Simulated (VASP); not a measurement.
BeS, 2 atoms in the cell. The structure is cubic, space group F-43m (No. 216). The conventional cell has a = 4.838 Å, b = 4.838 Å, c = 4.838 Å, α = 90.00°, β = 90.00°, γ = 90.00°. Within 2.8 Å of Be (site symmetry -43m) lie 4 S at 2.09 Å. Within 2.8 Å of S (site symmetry -43m) lie 4 Be at 2.09 Å. 

* Program: VASP 6.6.1
* Task: vibrations by perturbation theory
* Functional: PBEsol
* Potentials or basis: VASP PAW PBE potentials, release 64 (Be, S)
* Cutoff: 520 eV
* k mesh: 8 × 8 × 8
* Occupations: gaussian, width 0.01 eV
* Spin: no spin polarisation
* Dipole correction: no
* Further INCAR settings: ALGO = Normal; EDIFF = 1e-08; IBRION = 8; NSW = 1

Potentials or basis: VASP PAW PBE potentials, release 64 (Be, S).

The run is started by

```bash
$ cat potpaw_PBE.64/Be/POTCAR potpaw_PBE.64/S/POTCAR > POTCAR
$ mpirun -np 1 vasp_std > vasp.out
```

Hardware: 1 thread of Intel(R) Xeon(R) Platinum 8259CL CPU @ 2.50GHz (Skylake/Cascade Lake) (shared host).

How long does it take, and how much memory?

Run time: 3.2 min on 1 thread of Intel(R) Xeon(R) Platinum 8259CL CPU @ 2.50GHz (Skylake/Cascade Lake), with other jobs on the host, peak memory 0.21 GiB. Counts: scf iterations 127, k points 29.
